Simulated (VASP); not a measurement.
Here is a VASP 6.6.1 calculation.

File INCAR:

```
ALGO = Fast ; EDIFF = 1E-6
ENCUT = 520 ; ISIF = 2
ISMEAR = 0 ; LASPH = True
LCHARG = False ; LREAL = False
LWAVE = False ; NBANDS = 44
NELM = 60 ; PREC = Accurate
SIGMA = 0.05
```

Contents of KPOINTS:

```
k-points
0
Gamma
  9 9 8
```

Contents of POSCAR:

```
CoSn
1.0
    5.2460399276      0.0000000000      0.0000000000
   -2.6230199638      4.5432038466      0.0000000000
    0.0000000000      0.0000000000      4.1875903000
Co Sn
3 3
Direct
    0.0000000000      0.5000000000      0.0000000000
    0.5000000000      0.5000000000      0.0000000000
    0.5000000000      0.0000000000      0.0000000000
    0.6666666700      0.3333333300      0.5000000000
    0.3333333300      0.6666666700      0.5000000000
    0.0000000000      0.0000000000      0.0000000000
```

Potentials or basis: VASP PAW LDA potentials, release 64 (Co, Sn_d).

Command:

```bash
$ cat potpaw_LDA.64/Co/POTCAR potpaw_LDA.64/Sn_d/POTCAR > POTCAR
$ mpirun -np 1 vasp_std > vasp.out
```

(1) Predict the pressure.

Results:

(1) -6.0 GPa.
